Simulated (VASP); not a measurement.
Write the native input for VASP 6.6.1 that does the following.

| Item | Value |
| --- | --- |
| Task | single point |
| Functional | r2SCAN |
| Potentials or basis | VASP PAW PBE potentials, release 64 (Pt_sv_GW) |
| Cutoff | 630 eV |
| k mesh | 8 × 8 × 4 |
| Occupations | gaussian, width 0.1 eV |
| Spin | no spin polarisation |
| Dipole correction | no |
| Further INCAR settings | ALGO = Normal; EDIFF = 1e-06; NBANDS = 25 |

Crystal: Pt.

```
Pt
1.0
     1.37413   -2.38068    0.00000
     1.37413    2.38068    0.00000
     0.00000    0.00000    4.71548
Pt
2
Cartesian
  1.3741 -0.7832 1.1789
  1.3741 0.7832 3.5366
```

This isn't the form of Pt at room conditions, which is fcc.

These files were run (other wordings do the same):

POSCAR

```
Pt
1.0
    1.3741267744     -2.3806834328      0.0000000000
    1.3741267744      2.3806834328      0.0000000000
    0.0000000000      0.0000000000      4.7154834671
Pt
2
Direct
    0.6644857428      0.3355142572      0.2500000000
    0.3355142572      0.6644857428      0.7500000000
```

INCAR.step1

```
SYSTEM = Pt
  ALGO = Normal
  EDIFF = 1E-5
  ENCUT = 630
  GGA = PE
  GGA_COMPAT = .FALSE.
  ISMEAR = 0
  LASPH = .TRUE.
  LCHARG = .FALSE.
  LREAL = .FALSE.
  LWAVE = .TRUE.
  NBANDS = 25
  NELM = 120
  PREC = Accurate
  SIGMA = 0.1
```

INCAR.step2

```
SYSTEM = Pt
  ALGO = Normal
  EDIFF = 1E-6
  ENCUT = 630
  GGA_COMPAT = .FALSE.
  ISIF = 2
  ISMEAR = 0
  ISTART = 1
  LASPH = .TRUE.
  LCHARG = .FALSE.
  LMIXTAU = .TRUE.
  LREAL = .FALSE.
  LWAVE = .FALSE.
  METAGGA = R2SCAN
  NBANDS = 25
  NELM = 120
  PREC = Accurate
  SIGMA = 0.1
```

KPOINTS

```
k-points
0
G
  8 8 4
  0 0 0
```

Potentials or basis: VASP PAW PBE potentials, release 64 (Pt_sv_GW).

Run with:

```sh
$ cat potpaw_PBE.64/Pt_sv_GW/POTCAR > POTCAR
$ cp INCAR.step1 INCAR
$ mpirun -np 1 vasp_std > vasp.out
$ cp INCAR.step2 INCAR
$ mpirun -np 1 vasp_std > vasp.out
```

Results of the run:

* Pressure: -0.9 GPa
* Largest force: 0.004 eV/Å
* Band gap on the k mesh: zero (bands 18 and 19 overlap by 1.42 eV)

Caveat: the PAW data sets were made with another functional, which shifts forces and pressure a little; spin-orbit coupling is left out, which moves the levels of the heavy elements.

It took 3.5 min on 1 thread of Intel(R) Xeon(R) Platinum 8259CL CPU @ 2.50GHz (Skylake/Cascade Lake) (shared host), peak memory 0.21 GiB.
